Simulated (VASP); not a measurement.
# CdSe (P6_3mc) in VASP: further runs

Runs on CdSe. Level: PBE. Tasks: single point.

Everything below comes from runs of VASP 6.6.1. Logs are shortened: lines on timing, memory, paths and dates and some standing lists are left out, and cuts for length are marked.

## Step 1: The cell of the first run

It takes space group P6_3mc (No. 186, hexagonal). Conventional cell: a = 4.428 Å, b = 4.428 Å, c = 7.218 Å, α = 90.00°, β = 90.00°, γ = 120.00°. Within 3.6 Å of Cd (site symmetry 3m) lie 4 Se at 2.71 Å. Within 3.6 Å of Se (site symmetry 3m) lie 4 Cd at 2.71 Å.

## Step 2: Single point, PBE (strain +2.0%)

Contents of INCAR:

```
SYSTEM = CdSe
PREC     = Accurate       ! precision mode
ENCUT    = 500            ! plane-wave cutoff, eV
EDIFF    = 1E-6           ! SCF threshold, eV
ISMEAR   = -1             ! smearing method
SIGMA    = 0.02           ! smearing width, eV
LREAL    = .False.        ! projectors in reciprocal space
LASPH    = .True.         ! aspherical terms in the spheres
NELM     = 120            ! most SCF steps
ALGO     = Normal         ! electronic algorithm
ISIF     = 2              ! what is computed and relaxed
LWAVE    = .False.        ! write WAVECAR
LCHARG   = .False.        ! write CHGCAR
GGA      = PE             ! functional
NBANDS   = 26             ! bands
GGA_COMPAT= .False.
```

Contents of KPOINTS:

```
regular mesh
0
Gamma
  12 12 4
  0 0 0
```

Contents of POSCAR:

```
CdSe
1.0
    4.4275381386      0.0000000000      0.0000000000
   -2.2137690693      3.8343605043      0.0000000000
    0.0000000000      0.0000000000      7.2181789021
Cd Se
2 2
Direct
    0.3333333333      0.6666666667     -0.0004760037
    0.6666666667      0.3333333333      0.4995239963
    0.3333333333      0.6666666667      0.3754760037
    0.6666666667      0.3333333333      0.8754760037
```

Potentials or basis: VASP PAW PBE potentials, release 64 (Cd, Se).

Started as:

```
cat potpaw_PBE.64/Cd/POTCAR potpaw_PBE.64/Se/POTCAR > POTCAR
mpirun -np 1 vasp_std > vasp.out
```

OUTCAR:

```text
SYSTEM = CdSe
   PREC = Accurate
   ENCUT = 500
   EDIFF = 1E-6
   ISMEAR = -1
   LREAL = .False.
   LASPH = .True.
   NELM = 120
   ISIF = 2
   GGA = PE

 ion  position               nearest neighbor table
   1  0.333  0.667  1.000-   4 2.71   4 2.71   4 2.71   3 2.71
   2  0.667  0.333  0.500-   3 2.71   3 2.71   3 2.71   4 2.71
   3  0.333  0.667  0.375-   2 2.71   2 2.71   2 2.71   1 2.71
   4  0.667  0.333  0.875-   1 2.71   1 2.71   1 2.71   2 2.71

  LATTYP: Found a hexagonal cell.
 ALAT       =     4.4275381386
 C/A-ratio  =     1.6302917504

  Lattice vectors:

 A1 = (   4.4275381386,   0.0000000000,   0.0000000000)
 A2 = (  -2.2137690693,   3.8343605043,   0.0000000000)
 A3 = (   0.0000000000,   0.0000000000,   7.2181789021)

Analysis of symmetry for initial positions (statically):
=====================================================================
 Subroutine PRICEL returns:
 Original cell was already a primitive cell.

 Routine SETGRP: Setting up the symmetry group for a
 hexagonal supercell.

 Subroutine GETGRP returns: Found 12 space group operations
 (whereof  6 operations were pure point group operations)
 out of a pool of 24 trial point group operations.

The static configuration has the point symmetry C_3v.
 The point group associated with its full space group is C_6v.

Analysis of symmetry for dynamics (positions and initial velocities):
=====================================================================
 Subroutine PRICEL returns:
 Original cell was already a primitive cell.

 Routine SETGRP: Setting up the symmetry group for a
 hexagonal supercell.

 Subroutine GETGRP returns: Found 12 space group operations
 (whereof  6 operations were pure point group operations)
 out of a pool of 24 trial point group operations.

The dynamic configuration has the point symmetry C_3v.
 The point group associated with its full space group is C_6v.

 Subroutine INISYM returns: Found 12 space group operations
 (whereof  6 operations are pure point group operations),
 and found     1 'primitive' translations

----------------------------------------------------------------------------------------

                                     Primitive cell

  volume of cell :     122.5414

  direct lattice vectors                    reciprocal lattice vectors
     4.427538139  0.000000000  0.000000000     0.225859150  0.130399841  0.000000000
    -2.213769069  3.834360504  0.000000000     0.000000000  0.260799682  0.000000000
     0.000000000  0.000000000  7.218178902     0.000000000  0.000000000  0.138539099

  length of vectors
     4.427538139  4.427538139  7.218178902     0.260799682  0.260799682  0.138539099

  position of ions in fractional coordinates (direct lattice)
     0.333333333  0.666666667  0.999523996
     0.666666667  0.333333333  0.499523996
     0.333333333  0.666666667  0.375476004
     0.666666667  0.333333333  0.875476004

  ion indices of the primitive-cell ions
   primitive index   ion index
                 1           1
                 2           2
                 3           3
                 4           4

----------------------------------------------------------------------------------------

 KPOINTS: regular mesh

Automatic generation of k-mesh.
 Grid dimensions read from file:
 generate k-points for:   12   12    4

 Generating k-lattice:

  Cartesian coordinates                     Fractional coordinates (reciprocal lattice)
     0.018821596  0.010866653  0.000000000     0.083333333  0.000000000  0.000000000
     0.000000000  0.021733307  0.000000000     0.000000000  0.083333333  0.000000000
     0.000000000  0.000000000  0.034634775     0.000000000  0.000000000  0.250000000

  Length of vectors
     0.021733307  0.021733307  0.034634775

  Shift w.r.t. Gamma in fractional coordinates (k-lattice)
     0.000000000  0.000000000  0.000000000

 Subroutine IBZKPT returns following result:
 ===========================================

 Found     57 irreducible k-points:

 Following reciprocal coordinates:
            Coordinates               Weight
  0.000000  0.000000  0.000000      1.000000
  0.083333  0.000000  0.000000      6.000000
  0.166667  0.000000  0.000000      6.000000
  0.250000  0.000000  0.000000      6.000000
  0.333333  0.000000  0.000000      6.000000
  0.416667  0.000000  0.000000      6.000000
[... 16 lines left out ...]
  0.250000  0.000000  0.250000     12.000000
  0.333333  0.000000  0.250000     12.000000
 [... further k-points ...]
   k-points           NKPTS =     57   k-points in BZ     NKDIM =     57   number of bands    NBANDS=     26
   number of dos      NEDOS =    301   number of ions     NIONS =      4
   total plane-waves  NPLWV =  55296
   dimension x,y,z NGX =    32 NGY =   32 NGZ =   54
   dimension x,y,z NGXF=    64 NGYF=   64 NGZF=  108
   ions per type =               2   2
   NGX,Y,Z   is equivalent  to a cutoff of  12.02, 12.02, 12.44 a.u.
   NGXF,Y,Z  is equivalent  to a cutoff of  24.03, 24.03, 24.87 a.u.
 SYSTEM =  CdSe
   PREC   = accura    normal or accurate (medium, high low for compatibility)
   ISTART =      0    job   : 0-new  1-cont  2-samecut
   ICHARG =      2    charge: 1-file 2-atom 10-const
   ISPIN  =      1    spin polarized calculation?
   LNONCOLLINEAR =      F non collinear calculations
   LSORBIT =      F    spin-orbit coupling
   LASPH  =      T    aspherical Exc in radial PAW
   ENCUT  =  500.0 eV  36.75 Ry    6.06 a.u.   8.07  8.07 13.16*2*pi/ulx,y,z
   NELM   =    120;   NELMIN=  2; NELMDL= -5     # of ELM steps
   EDIFF  = 0.1E-05   stopping-criterion for ELM
   LREAL  =      F    real-space projection
   EDIFFG = 0.1E-04   stopping-criterion for IOM
   NSW    =      0    number of steps for IOM
   IBRION =     -1    ionic relax: 0-MD 1-quasi-New 2-CG
   NFREE  =      0    steps in history (QN), initial steepest desc. (CG)
   ISIF   =      2    stress and relaxation
   ISYM   =      2    0-nonsym 1-usesym 2-fastsym
   POTIM  = 0.5000    time-step for ionic-motion
   TEBEG  =    0.0;   TEEND  =   0.0 temperature during run
   PSTRESS=    0.0 pullay stress
   NELECT =      36.0000    total number of electrons
   NUPDOWN=      -1.0000    fix difference up-down
   EMIN   =  10.00;   EMAX   =-10.00  energy-range for DOS
   EFERMI =   0.00;   METHOD = LEGACY
   ISMEAR =    -1;   SIGMA  =   0.02  broadening in eV -4-tet -1-fermi 0-gaus
   EFERMI_NEDOS =   21; number of points for ismear=-14 and -15
   IALGO  =     38    algorithm
   IMIX   =      4    mixing-type and parameters
     AMIX     =   0.40;   BMIX     =  1.00
     AMIX_MAG =   1.60;   BMIX_MAG =  1.00
  volume/ion in A,a.u.               =      30.64       206.74
  Fermi-wavevector in a.u.,A,eV,Ry     =   1.088299  2.056586 16.114654  1.184394
  Thomas-Fermi vector in A             =   2.224477
   LORBIT       =      0    0 simple, 1 ext, 2 COOP (PROOUT), +10 PAW based schemes
   GGA     = PE    functional components
   LHFCALC =     F    Hartree Fock is set to
   AEXX    =    0.0000 exact exchange contribution
   IVDW    =     0    specifies the selected vdW correction
   LEPSILON=     F    determine dielectric tensor
   LRPA    =     F    only Hartree local field effects (RPA)
 non-spin polarized calculation
  energy-cutoff  :      500.00
  volume of cell :      122.54
 maximum number of plane-waves:      3132
   NGX = 17   NGY = 17   NGZ = 27

 number of electron      36.0000007 magnetization

 Free energy of the ion-electron system (eV)
  ---------------------------------------------------
  ext. energy  EPLUGINS =         0.00000000
  ---------------------------------------------------
  free energy    TOTEN  =       -10.98671387 eV

  energy without entropy =      -10.98671385  energy(sigma->0) =      -10.98671386

 E-fermi :   0.5550     XC(G=0):  -8.4973

 val. band max:        0.3045410202   @ k =   0.0000   0.0000   0.0000
 cond. band min:       0.7833632161   @ k =   0.0000   0.0000   0.0000
 fundamental gap:      0.4788221959
 Fermi energy:         0.5550491331

 k-point     1 :       0.0000    0.0000    0.0000
  band No.  band energies     occupation
      1     -11.8524      2.00000
      2     -11.5458      2.00000
      3      -7.3754      2.00000
      4      -7.3706      2.00000
      5      -7.3706      2.00000
      6      -7.3177      2.00000
[... 18 lines left out ...]
     25       7.2203      0.00000
     26       7.6961      0.00000

 k-point     2 :       0.0833    0.0000    0.0000
  band No.  band energies     occupation
      1     -11.8347      2.00000
      2     -11.5376      2.00000
      3      -7.3706      2.00000
      4      -7.3644      2.00000
      5      -7.3553      2.00000
      6      -7.3101      2.00000
[... 18 lines left out ...]
     25       7.3691      0.00000
     26       7.5915      0.00000

 k-point     3 :       0.1667    0.0000    0.0000
  band No.  band energies     occupation
      1     -11.7852      2.00000
      2     -11.5159      2.00000
      3      -7.3552      2.00000
      4      -7.3481      2.00000
      5      -7.3128      2.00000
      6      -7.2862      2.00000
[... 18 lines left out ...]
     25       7.3691      0.00000
     26       7.7820      0.00000

 k-point     4 :       0.2500    0.0000    0.0000
  band No.  band energies     occupation
      1     -11.7148      2.00000
      2     -11.4884      2.00000
      3      -7.3363      2.00000
      4      -7.3285      2.00000
      5      -7.2635      2.00000
      6      -7.2550      2.00000
[... 18 lines left out ...]
     25       7.5452      0.00000
     26       8.1705      0.00000
[... 496 lines left out ...]
      1     -11.7449      2.00000
      2     -11.5541      2.00000
      3      -7.3425      2.00000
      4      -7.3402      2.00000
      5      -7.3027      2.00000
      6      -7.2964      2.00000
[... 18 lines left out ...]
     25       7.3979      0.00000
     26       7.5063      0.00000

 k-point    23 :       0.2500    0.0000    0.2500
  band No.  band energies     occupation
      1     -11.6801      2.00000
      2     -11.5198      2.00000
      3      -7.3262      2.00000
      4      -7.3181      2.00000
      5      -7.2740      2.00000
      6      -7.2661      2.00000
[... 18 lines left out ...]
     25       7.4873      0.00000
     26       8.0667      0.00000

 k-point    24 :       0.3333    0.0000    0.2500
  band No.  band energies     occupation
      1     -11.6117      2.00000
      2     -11.4886      2.00000
      3      -7.3138      2.00000
      4      -7.2993      2.00000
      5      -7.2484      2.00000
      6      -7.2367      2.00000
[... 18 lines left out ...]
     25       7.6195      0.00000
     26       8.6656      0.00000

 [... further k-points ...]

------------------------ aborting loop because EDIFF is reached ----------------------------------------

  FORCE on cell =-STRESS in cart. coord.  units (eV):
  Direction    XX          YY          ZZ          XY          YZ          ZX
  --------------------------------------------------------------------------------------
  -------------------------------------------------------------------------------------
  Total       -0.7792336     -0.7792336     -0.7342750      0.0000000      0.0000000      0.0000000
  in kB      -10.1881508    -10.1881508     -9.6003364      0.0000000      0.0000000      0.0000000
  external PRESSURE =      -9.9922127 kB  Pullay stress =       0.0000000 kB

 VOLUME and BASIS-vectors are now :
 -----------------------------------------------------------------------------
  energy-cutoff  :      500.00
  volume of cell :      122.54
      direct lattice vectors                 reciprocal lattice vectors
     4.427538139  0.000000000  0.000000000     0.225859150  0.130399841  0.000000000
    -2.213769069  3.834360504  0.000000000     0.000000000  0.260799682  0.000000000
     0.000000000  0.000000000  7.218178902     0.000000000  0.000000000  0.138539099

 POSITION                                       TOTAL-FORCE (eV/Angst)
 -----------------------------------------------------------------------------------
     -0.00000      2.55624      7.21474         0.000000      0.000000     -0.001873
      2.21377      1.27812      3.60565        -0.000000      0.000000     -0.001873
     -0.00000      2.55624      2.71025         0.000000      0.000000      0.001873
      2.21377      1.27812      6.31934        -0.000000      0.000000      0.001873
 -----------------------------------------------------------------------------------
    total drift:                               -0.000000     -0.000000      0.000368

  FREE ENERGIE OF THE ION-ELECTRON SYSTEM (eV)
  ---------------------------------------------------
  free  energy   TOTEN  =       -10.9867138696 eV

  energy  without entropy=      -10.9867138491  energy(sigma->0) =      -10.98671386
```

It took 62 s on 1 thread of Intel Xeon 6975P-C (Granite Rapids), shared host; peak memory 0.31 GiB.

Results:

- Free energy: -10.9867 eV
- Pressure: -1.0 GPa
- Band gap on the k mesh: 0.48 eV

Levels at points of the mesh, in eV from the valence-band top:
| k point | band 15 | band 16 | band 17 | band 18 | band 19 | band 20 | band 21 | band 22 |
| --- | --- | --- | --- | --- | --- | --- | --- | --- |
| (0.00, 0.00, 0.00) | -0.65 | -0.03 | 0.00 | 0.00 | 0.48 | 2.10 | 5.84 | 5.84 |
| (0.50, 0.00, 0.00) | -2.30 | -1.59 | -1.13 | -0.64 | 3.03 | 3.31 | 4.79 | 5.84 |
| (0.00, 0.00, 0.50) | -0.34 | -0.34 | -0.34 | -0.34 | 2.20 | 2.20 | 5.72 | 5.72 |
| (0.50, 0.00, 0.50) | -1.17 | -1.17 | -1.15 | -1.15 | 2.88 | 2.88 | 4.82 | 4.82 |

Caveat: the cell differs from its parent crystal (strain +2.0%).

## Step 3: Single point, PBE (strain +3.0%)

Contents of INCAR:

```
SYSTEM = CdSe
  ALGO = Normal
  EDIFF = 1E-6
  ENCUT = 500
  GGA = PE
  GGA_COMPAT = .False.
  ISIF = 2
  ISMEAR = -1
  LASPH = .True.
  LCHARG = .True.
  LELF = .True.
  LREAL = .False.
  LVHAR = .True.
  LWAVE = .False.
  NBANDS = 26
  NELM = 120
  PREC = Accurate
  SIGMA = 0.02
```

Contents of KPOINTS:

```
k-points
0
Gamma
  12 12 4
  0 0 0
```

Contents of POSCAR:

```
CdSe
1.0
    4.4709453753      0.0000000000      0.0000000000
   -2.2354726876      3.8719522740      0.0000000000
    0.0000000000      0.0000000000      7.2889453619
Cd Se
2 2
Direct
    0.3333333333      0.6666666667     -0.0006180764
    0.6666666667      0.3333333333      0.4993819236
    0.3333333333      0.6666666667      0.3756180764
    0.6666666667      0.3333333333      0.8756180764
```

Potentials or basis: VASP PAW PBE potentials, release 64 (Cd, Se).

Started as:

```
cat potpaw_PBE.64/Cd/POTCAR potpaw_PBE.64/Se/POTCAR > POTCAR
mpirun -np 1 vasp_std > vasp.out
```

Run time: 74 s. Hardware: 1 thread of Intel Xeon 6975P-C (Granite Rapids), shared host; peak memory 0.34 GiB.

The run converged. Its results:

```
Free energy            : -10.9515 eV
Pressure               : -2.1 GPa
Largest force          : 0.003 eV/Å
Band gap on the k mesh : 0.42 eV
```

Forces on the atoms (eV/Å):
```
Cd   0.000  0.000  0.003
Cd   0.000  0.000  0.003
Se   0.000  0.000 -0.003
Se   0.000  0.000 -0.003
```

Levels at points of the mesh, in eV from the valence-band top:
```tsv
k point	band 16	band 17	band 18	band 19	band 20	band 21
(0.00, 0.00, 0.00)	-0.03	0.00	0.00	0.42	2.06	5.83
(0.50, 0.00, 0.00)	-1.50	-1.06	-0.61	2.96	3.29	4.80
(0.00, 0.00, 0.50)	-0.32	-0.32	-0.32	2.13	2.13	5.67
(0.50, 0.00, 0.50)	-1.11	-1.09	-1.09	2.85	2.85	4.80
```

Caveat: the cell differs from its parent crystal (strain +3.0%).
